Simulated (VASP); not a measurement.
# In (Fm-3m) in VASP: a series of runs, part 2 of 2

VASP 6.6.1. The steps go on from the part before.

## Step 6: Relaxation of cell and atoms, PBEsol

This run uses another cell than the first one, of 26.14 Å³/atom, 1.024 times its volume.

Contents of INCAR:

```
  PREC = Accurate
  ENCUT = 600
  EDIFF = 1E-6
  ISMEAR = -1
  SIGMA = 0.1
  LREAL = F
  LASPH = T
  NELM = 80
  ALGO = Normal
  ISIF = 3
  LWAVE = F
  LCHARG = F
  GGA = PS
  IBRION = 2
  NSW = 80
  EDIFFG = -0.01
```

Contents of KPOINTS:

```
Automatic mesh
0
Gamma
  12 12 12
```

Contents of POSCAR:

```
In
1.0
    0.0000000000      2.3556547913      2.3556547913
    2.3556547913      0.0000000000      2.3556547913
    2.3556547913      2.3556547913      0.0000000000
In
1
Direct
    0.0000000000      0.0000000000      0.0000000000
```

Potentials or basis: VASP PAW PBE potentials, release 64 (In_d).

Run with:

```console
$ cat potpaw_PBE.64/In_d/POTCAR > POTCAR
$ mpirun -np 1 vasp_std > vasp.out
```

OUTCAR:

```text
PREC = Accurate
   ENCUT = 600
   EDIFF = 1E-6
   ISMEAR = -1
   LREAL = F
   LASPH = T
   NELM = 80
   ISIF = 3
   GGA = PS
   IBRION = 2
   NSW = 80
   EDIFFG = -0.01

 ion  position               nearest neighbor table
   1  0.000  0.000  0.000-

  LATTYP: Found a face centered cubic cell.
 ALAT       =     4.7113095826

  Lattice vectors:

 A1 = (   0.0000000000,   2.3556547913,   2.3556547913)
 A2 = (   2.3556547913,   0.0000000000,   2.3556547913)
 A3 = (   2.3556547913,   2.3556547913,   0.0000000000)

Analysis of symmetry for initial positions (statically):
=====================================================================
 Subroutine PRICEL returns:
 Original cell was already a primitive cell.

 Routine SETGRP: Setting up the symmetry group for a
 face centered cubic supercell.

 Subroutine GETGRP returns: Found 48 space group operations
 (whereof 48 operations were pure point group operations)
 out of a pool of 48 trial point group operations.

The static configuration has the point symmetry O_h .

Analysis of symmetry for dynamics (positions and initial velocities):
=====================================================================
 Subroutine PRICEL returns:
 Original cell was already a primitive cell.

 Routine SETGRP: Setting up the symmetry group for a
 face centered cubic supercell.

 Subroutine GETGRP returns: Found 48 space group operations
 (whereof 48 operations were pure point group operations)
 out of a pool of 48 trial point group operations.

The dynamic configuration has the point symmetry O_h .

 Subroutine INISYM returns: Found 48 space group operations
 (whereof 48 operations are pure point group operations),
 and found     1 'primitive' translations

----------------------------------------------------------------------------------------

                                     Primitive cell

  volume of cell :      26.1436

  direct lattice vectors                    reciprocal lattice vectors
     0.000000000  2.355654791  2.355654791    -0.212255209  0.212255209  0.212255209
     2.355654791  0.000000000  2.355654791     0.212255209 -0.212255209  0.212255209
     2.355654791  2.355654791  0.000000000     0.212255209  0.212255209 -0.212255209

  length of vectors
     3.331398954  3.331398954  3.331398954     0.367636806  0.367636806  0.367636806

  position of ions in fractional coordinates (direct lattice)
     0.000000000  0.000000000  0.000000000

  ion indices of the primitive-cell ions
   primitive index   ion index
                 1           1

----------------------------------------------------------------------------------------

 KPOINTS: Automatic mesh

Automatic generation of k-mesh.
 Grid dimensions read from file:
 generate k-points for:   12   12   12

 Generating k-lattice:

[... 89 lines left out ...]
   IVDW    =     0    specifies the selected vdW correction
   LEPSILON=     F    determine dielectric tensor
   LRPA    =     F    only Hartree local field effects (RPA)
 conjugate gradient relaxation of ions
 non-spin polarized calculation
  energy-cutoff  :      600.00
  volume of cell :       26.14
 maximum number of plane-waves:       895
   NGX = 13   NGY = 13   NGZ = 13

--------------------------------------- Ionic step        1  -------------------------------------------

 number of electron      13.0000004 magnetization

 Free energy of the ion-electron system (eV)
  ---------------------------------------------------
  ext. energy  EPLUGINS =         0.00000000
  ---------------------------------------------------
  free energy    TOTEN  =        -2.98975107 eV

  energy without entropy =       -2.97352902  energy(sigma->0) =       -2.98164005

------------------------ aborting loop because EDIFF is reached ----------------------------------------

  FORCE on cell =-STRESS in cart. coord.  units (eV):
  Direction    XX          YY          ZZ          XY          YZ          ZX
  --------------------------------------------------------------------------------------
  -------------------------------------------------------------------------------------
  Total       -0.1563059     -0.1563059     -0.1563059     -0.0000000     -0.0000000     -0.0000000
  in kB       -9.5790193     -9.5790193     -9.5790193     -0.0000000     -0.0000000     -0.0000000
  external PRESSURE =      -9.5790193 kB  Pullay stress =       0.0000000 kB

 VOLUME and BASIS-vectors are now :
 -----------------------------------------------------------------------------
  energy-cutoff  :      600.00
  volume of cell :       26.14
      direct lattice vectors                 reciprocal lattice vectors
     0.000000000  2.355654791  2.355654791    -0.212255209  0.212255209  0.212255209
     2.355654791  0.000000000  2.355654791     0.212255209 -0.212255209  0.212255209
     2.355654791  2.355654791  0.000000000     0.212255209  0.212255209 -0.212255209

 POSITION                                       TOTAL-FORCE (eV/Angst)
 -----------------------------------------------------------------------------------
      0.00000      0.00000      0.00000        -0.000000     -0.000000     -0.000000
 -----------------------------------------------------------------------------------
    total drift:                               -0.000000     -0.000000     -0.000000

  FREE ENERGIE OF THE ION-ELECTRON SYSTEM (eV)
  ---------------------------------------------------
  free  energy   TOTEN  =        -2.9897510734 eV

  energy  without entropy=       -2.9735290216  energy(sigma->0) =       -2.98164005

--------------------------------------- Ionic step        2  -------------------------------------------

 number of electron      13.0000002 magnetization

 Free energy of the ion-electron system (eV)
  ---------------------------------------------------
  ext. energy  EPLUGINS =         0.00000000
  ---------------------------------------------------
  free energy    TOTEN  =        -2.99157321 eV

  energy without entropy =       -2.97552099  energy(sigma->0) =       -2.98354710

 E-fermi :   7.5881     XC(G=0): -10.5181

 val. band max:        7.5362294320   @ k =  -0.3333   0.3333   0.0000
 cond. band min:       7.6387271469   @ k =  -0.3333   0.4167   0.0833
 fundamental gap:      0.1024977149
 Fermi energy:         7.5881203060

 k-point     1 :       0.0000    0.0000    0.0000
  band No.  band energies     occupation
      1      -6.9472      2.00000
      2      -6.9472      2.00000
      3      -6.9472      2.00000
      4      -6.7618      2.00000
      5      -6.7618      2.00000
      6      -2.1058      2.00000
      7      18.3842      0.00000
      8      18.3842      0.00000
      9      18.3842      0.00000
     10      19.1974      0.00000
[... 287 lines left out ...]
 k-point    24 :      -0.4167    0.1667    0.0000
  band No.  band energies     occupation
      1      -6.9945      2.00000
      2      -6.9248      2.00000
      3      -6.8603      2.00000
      4      -6.6740      2.00000
      5      -6.6178      2.00000
      6       3.4444      2.00000
      7       5.0928      2.00000
      8      12.2460      0.00000
      9      14.9532      0.00000
     10      17.1346      0.00000

 [... further k-points ...]
[... 5 lines left out ...]
  --------------------------------------------------------------------------------------
  -------------------------------------------------------------------------------------
  Total        0.0003525      0.0003525      0.0003525      0.0000000      0.0000000     -0.0000000
  in kB        0.0220956      0.0220956      0.0220956      0.0000000      0.0000000     -0.0000000
  external PRESSURE =       0.0220956 kB  Pullay stress =       0.0000000 kB

 VOLUME and BASIS-vectors are now :
 -----------------------------------------------------------------------------
  energy-cutoff  :      600.00
  volume of cell :       25.56
      direct lattice vectors                 reciprocal lattice vectors
    -0.000000000  2.337891713  2.337891713    -0.213867904  0.213867904  0.213867904
     2.337891713 -0.000000000  2.337891713     0.213867904 -0.213867904  0.213867904
     2.337891713  2.337891713 -0.000000000     0.213867904  0.213867904 -0.213867904

 POSITION                                       TOTAL-FORCE (eV/Angst)
 -----------------------------------------------------------------------------------
      4.67578      4.67578      4.67578         0.000000      0.000000     -0.000000
 -----------------------------------------------------------------------------------
    total drift:                                0.000000      0.000000      0.000000

  FREE ENERGIE OF THE ION-ELECTRON SYSTEM (eV)
  ---------------------------------------------------
  free  energy   TOTEN  =        -2.9915732077 eV

  energy  without entropy=       -2.9755209911  energy(sigma->0) =       -2.98354710

 reached required accuracy - stopping structural energy minimisation
```

OSZICAR:

```text
N       E                     dE             d eps       ncg     rms          rms(c)
DAV:   1     0.739271360202E+02    0.73927E+02   -0.70697E+03  1442   0.180E+03
DAV:   2    -0.133315672769E+00   -0.74060E+02   -0.72801E+02  1452   0.301E+02
DAV:   3    -0.296832152323E+01   -0.28350E+01   -0.28237E+01  1700   0.672E+01
DAV:   4    -0.302981608731E+01   -0.61495E-01   -0.61477E-01  1788   0.101E+01
DAV:   5    -0.303266555829E+01   -0.28495E-02   -0.28494E-02  1812   0.185E+00    0.226E+00
DAV:   6    -0.299700000243E+01    0.35666E-01   -0.70643E-02  1632   0.593E+00    0.107E+00
DAV:   7    -0.299037619129E+01    0.66238E-02   -0.18570E-02  1710   0.280E+00    0.281E-01
DAV:   8    -0.298974852090E+01    0.62767E-03   -0.72092E-04  1846   0.558E-01    0.264E-02
DAV:   9    -0.298975046259E+01   -0.19417E-05   -0.68972E-06  1838   0.353E-02    0.140E-02
DAV:  10    -0.298975107344E+01   -0.61085E-06   -0.76048E-07   838   0.144E-02
   1 F= -.29897511E+01 E0= -.29816400E+01  d E =-.298975E+01
       N       E                     dE             d eps       ncg     rms          rms(c)
DAV:   1    -0.307318893668E+01   -0.83438E-01   -0.20186E+00  1602   0.325E+01    0.177E+00
DAV:   2    -0.300103688684E+01    0.72152E-01   -0.16659E-01  1590   0.991E+00    0.583E-01
DAV:   3    -0.299197849270E+01    0.90584E-02   -0.30276E-02  1892   0.404E+00    0.256E-01
DAV:   4    -0.299158143778E+01    0.39705E-03   -0.79525E-04  1508   0.265E-01    0.948E-02
DAV:   5    -0.299156239815E+01    0.19040E-04   -0.89558E-05  1556   0.842E-02    0.396E-02
DAV:   6    -0.299157373059E+01   -0.11332E-04   -0.21736E-05  1586   0.401E-02    0.602E-03
DAV:   7    -0.299157320772E+01    0.52288E-06   -0.46827E-07  1006   0.756E-03
   2 F= -.29915732E+01 E0= -.29835471E+01  d E =-.182213E-02
```

CONTCAR:

```text
In
   1.00000000000000
    -0.0000000000000000    2.3378917125031120    2.3378917125031120
     2.3378917125031120   -0.0000000000000001    2.3378917125031120
     2.3378917125031120    2.3378917125031120   -0.0000000000000000
  In
     1
Direct
     1.0000000000000000    1.0000000000000000    1.0000000000000000

  0.00000000E+00  0.00000000E+00  0.00000000E+00
```

Wall time 16 s (1 thread of Intel Xeon 6975P-C (Granite Rapids), shared host); peak memory 0.17 GiB.

Results:

| Item | Value |
| --- | --- |
| Free energy | -2.9916 eV |
| Relaxed volume | 25.56 Å³/atom |
| Relaxed cell | a = 3.306 Å, b = 3.306 Å, c = 3.306 Å, α = 60.00°, β = 60.00°, γ = 60.00° |
| Space group after relaxing (to 0.05 Å) | Fm-3m (No. 225) |
| Energy gained by relaxing | 1.8 meV/atom |
| Ionic steps | 2 |
| Pressure after relaxing | 0.0 GPa |

Step by step:
```tsv
step	energy change (eV)	largest force (eV/Å)	pressure (GPa)	volume (Å³)
1	0.0000	0.0000	-0.96	26.14
2	-0.0018	0.0000	0.00	25.56
```

Final structure:
```yaml
crystal:
  lattice:
    - [0.00000, 2.33789, 2.33789]
    - [2.33789, 0.00000, 2.33789]
    - [2.33789, 2.33789, 0.00000]
  atoms:
    - { symbol: In, position: [0.00000, 0.00000, 0.00000] }
```

Levels at points of the mesh, in eV from the Fermi level:
```
           k point  band 4  band 5  band 6  band 7  band 8  band 9
(0.00, 0.00, 0.00)  -14.35  -14.35   -9.69   10.80   10.80   10.80
(0.50, 0.00, 0.00)  -14.18  -14.18   -4.31   -3.47    8.59    8.59
(0.50, 0.50, 0.00)  -14.14  -14.14   -2.27   -2.03    4.10    4.10
```

Caveat: the PAW data sets were made with another functional, which shifts forces and pressure a little; spin-orbit coupling is left out, which moves the levels of the heavy elements.

## Step 7: Single point, PBEsol

Contents of INCAR:

```
  PREC = Accurate
  ENCUT = 520
  EDIFF = 1E-7
  ISMEAR = -1
  SIGMA = 0.1
  LREAL = False
  LASPH = True
  NELM = 100
  ALGO = Normal
  ISIF = 2
  LWAVE = False
  LCHARG = False
  GGA = PS
  NBANDS = 12
```

Contents of KPOINTS:

```
Automatic mesh
0
Gamma
  19 19 19
```

Contents of POSCAR:

```
In
1.0
    0.0000000000      2.3372295534      2.3372295534
    2.3372295534      0.0000000000      2.3372295534
    2.3372295534      2.3372295534      0.0000000000
In
1
Direct
    0.0000000000      0.0000000000      0.0000000000
```

Potentials or basis: VASP PAW PBE potentials, release 64 (In_d).

Run with:

```console
$ cat potpaw_PBE.64/In_d/POTCAR > POTCAR
$ mpirun -np 1 vasp_std > vasp.out
```

OUTCAR:

```text
PREC = Accurate
   ENCUT = 520
   EDIFF = 1E-7
   ISMEAR = -1
   LREAL = False
   LASPH = True
   NELM = 100
   ISIF = 2
   GGA = PS

 ion  position               nearest neighbor table
   1  0.000  0.000  0.000-

  LATTYP: Found a face centered cubic cell.
 ALAT       =     4.6744591068

  Lattice vectors:

 A1 = (   0.0000000000,   2.3372295534,   2.3372295534)
 A2 = (   2.3372295534,   0.0000000000,   2.3372295534)
[... 529 lines left out ...]
      2      -6.8927      2.00000
      3      -6.8879      2.00000
      4      -6.7116      2.00000
      5      -6.6709      2.00000
      6      -0.2491      2.00000
      7       9.8671      0.00000
      8      15.5903      0.00000
      9      17.4783      0.00000
     10      19.0815      0.00000
     11      21.0646      0.00000
     12      21.1180      0.00000

 [... further k-points ...]
[... 5 lines left out ...]
  --------------------------------------------------------------------------------------
  -------------------------------------------------------------------------------------
  Total        0.0060928      0.0060928      0.0060928      0.0000000     -0.0000000      0.0000000
  in kB        0.3822912      0.3822912      0.3822912      0.0000000     -0.0000000      0.0000000
  external PRESSURE =       0.3822912 kB  Pullay stress =       0.0000000 kB

 VOLUME and BASIS-vectors are now :
 -----------------------------------------------------------------------------
  energy-cutoff  :      520.00
  volume of cell :       25.53
      direct lattice vectors                 reciprocal lattice vectors
     0.000000000  2.337229553  2.337229553    -0.213928495  0.213928495  0.213928495
     2.337229553  0.000000000  2.337229553     0.213928495 -0.213928495  0.213928495
     2.337229553  2.337229553  0.000000000     0.213928495  0.213928495 -0.213928495

 POSITION                                       TOTAL-FORCE (eV/Angst)
 -----------------------------------------------------------------------------------
      0.00000      0.00000      0.00000         0.000000      0.000000      0.000000
 -----------------------------------------------------------------------------------
    total drift:                               -0.000000     -0.000000     -0.000000

  FREE ENERGIE OF THE ION-ELECTRON SYSTEM (eV)
  ---------------------------------------------------
  free  energy   TOTEN  =        -2.9917291616 eV

  energy  without entropy=       -2.9773261014  energy(sigma->0) =       -2.98452763
```

OSZICAR:

```text
N       E                     dE             d eps       ncg     rms          rms(c)
DAV:   1     0.775816463723E+02    0.77582E+02   -0.62317E+03  5380   0.138E+03
DAV:   2     0.611998866195E+00   -0.76970E+02   -0.74900E+02  5572   0.293E+02
DAV:   3    -0.295397249058E+01   -0.35660E+01   -0.35549E+01  6332   0.634E+01
DAV:   4    -0.303312918179E+01   -0.79157E-01   -0.79129E-01  6752   0.931E+00
DAV:   5    -0.303663371079E+01   -0.35045E-02   -0.35044E-02  7224   0.174E+00    0.240E+00
DAV:   6    -0.299939396818E+01    0.37240E-01   -0.59780E-02  6768   0.509E+00    0.114E+00
DAV:   7    -0.299239394609E+01    0.70000E-02   -0.15706E-02  7140   0.240E+00    0.291E-01
DAV:   8    -0.299172633017E+01    0.66762E-03   -0.89481E-04  6940   0.511E-01    0.258E-02
DAV:   9    -0.299172843147E+01   -0.21013E-05   -0.10446E-05  7976   0.414E-02    0.156E-02
DAV:  10    -0.299172913873E+01   -0.70726E-06   -0.89838E-07  6480   0.115E-02    0.713E-04
DAV:  11    -0.299172916157E+01   -0.22839E-07   -0.17565E-08  4512   0.221E-03
   1 F= -.29917292E+01 E0= -.29845276E+01  d E =-.144031E-01
```

stdout:

```text
POSCAR found type information on POSCAR In
 POSCAR found :  1 types and       1 ions
 scaLAPACK will be used
 -----------------------------------------------------------------------------
|                                                                             |
|                                                                             |
|     You enforced a specific xc type in the INCAR file but a different       |
|     I HOPE YOU KNOW WHAT YOU ARE DOING!                                     |
|                                                                             |
 -----------------------------------------------------------------------------

 LDA part: xc-table for (Slater+PW92), standard interpolation
 POSCAR, INCAR and KPOINTS ok, starting setup
 FFT: planning ... GRIDC
 FFT: planning ... GRID_SOFT
 FFT: planning ... GRID
 WAVECAR not read
 entering main loop
```

Wall time 32 s (1 thread of Intel Xeon 6975P-C (Granite Rapids), shared host); peak memory 0.19 GiB.

What came out:

```
Free energy : -2.9917 eV
Pressure    : 0.0 GPa
```

Caveat: the PAW data sets were made with another functional, which shifts forces and pressure a little; spin-orbit coupling is left out, which moves the levels of the heavy elements.

## Step 8: The runs side by side

```csv
task,cell,k mesh,cutoff (eV),gap on the mesh (eV),pressure (GPa)
single point,"a = 3.305 Å, angles 60.0°, 1 atom",13 × 13 × 13,520,none,0.1
single point,"a = 3.349 Å, angles 60.0°, 1 atom",13 × 13 × 13,520,none,-1.6
single point,"a = 3.391 Å, angles 60.0°, 1 atom",13 × 13 × 13,520,none,-2.8
single point,"a = 3.433 Å, angles 60.0°, 1 atom",13 × 13 × 13,520,none,-3.8
relaxation of cell and atoms,"relaxed from a = 3.331 Å, angles 60.0°, 1 atom",12 × 12 × 12,600,none,0.0
single point,"a = 3.305 Å, angles 60.0°, 1 atom",19 × 19 × 19,520,none,0.0
```

Alike in all rows: level PBEsol; potentials or basis VASP PAW PBE potentials, release 64 (In_d); no spin polarisation; smearing fermi-dirac 0.1 eV.

Caveats: the PAW data sets were made with another functional, which shifts forces and pressure a little; spin-orbit coupling is left out, which moves the levels of the heavy elements.

Total energies depend on the potentials used, so only differences within one code and one set of settings carry meaning.
